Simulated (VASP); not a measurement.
Si: single point with PBE0

The system is Si.

```
Si
1.0
    10.86000    0.00000    0.00000
     0.00000    5.43000    0.00000
     0.00000    0.00000    5.43000
Si
15
Direct
  0.00057 0.99669 0.99216
  0.00286 0.50366 0.50141
  0.25392 0.00330 0.49869
  0.12047 0.24978 0.25122
  0.12474 0.74679 0.75176
  0.37448 0.24498 0.75454
  0.36797 0.75661 0.25403
  0.50172 0.99544 0.99688
  0.50431 0.49824 0.50799
  0.75119 0.99699 0.49933
  0.74896 0.50330 0.00242
  0.62368 0.24195 0.25702
  0.62740 0.75498 0.74026
  0.87621 0.25014 0.74116
  0.87055 0.76157 0.25252
```

```yaml
Program: VASP 6.6.1
Task: single point
Functional: PBE0
Potentials_or_basis: VASP PAW PBE potentials, release 64 (Si)
Cutoff: 400 eV
k_mesh: 1 × 1 × 1
Occupations: gaussian, width 0.01 eV
Spin: no spin polarisation
Dipole_correction: no
Grid_for_exact_exchange_PRECFOCK: Fast
Further_INCAR_settings: ALGO = Normal; EDIFF = 1e-06; NBANDS = 43
Share_of_exact_exchange: 0.25
```

```yaml
Pressure: 1.0 GPa
Largest_force: 1.792 eV/Å
```

Forces in eV/Å, atoms in the order of the input:
```
Si   0.000  0.216  0.350
Si  -0.325  0.355 -0.307
Si  -1.115  0.039  0.316
Si  -0.430 -0.422  0.126
Si  -0.061  0.455 -0.430
Si   1.044  0.078 -0.285
Si   1.745 -0.406  0.042
Si  -0.385 -0.223  0.198
Si  -0.969  0.152 -0.525
Si  -0.184  0.724  0.096
Si  -0.175 -0.569 -0.176
Si   0.174  0.416 -0.345
Si   0.189 -0.208  0.738
Si  -0.163  0.188  0.566
Si   0.655 -0.795 -0.364
```

Stress tensor (GPa, compression positive):
```
-7.61 -0.27 -0.76
-0.27  5.40  1.80
-0.76  1.80  5.08
```

Levels at points of the mesh, in eV from the Fermi level:
| k point | band 26 | band 27 | band 28 | band 29 | band 30 | band 31 | band 32 | band 33 | band 34 | band 35 |
| --- | --- | --- | --- | --- | --- | --- | --- | --- | --- | --- |
| (0.00, 0.00, 0.00) | -2.84 | -2.74 | -1.99 | -1.82 | -0.08 | 1.28 | 1.34 | 1.37 | 1.42 | 1.50 |

Wall time 67 s on 1 thread of Intel(R) Xeon(R) 6975P-C (Granite Rapids), with other jobs on the host, peak memory 0.26 GiB.

Caveat: the k points lie up to 1.16 Å⁻¹ apart, too coarse for converged energies, forces and pressures; the PAW data sets were made with another functional, which shifts forces and pressure a little.
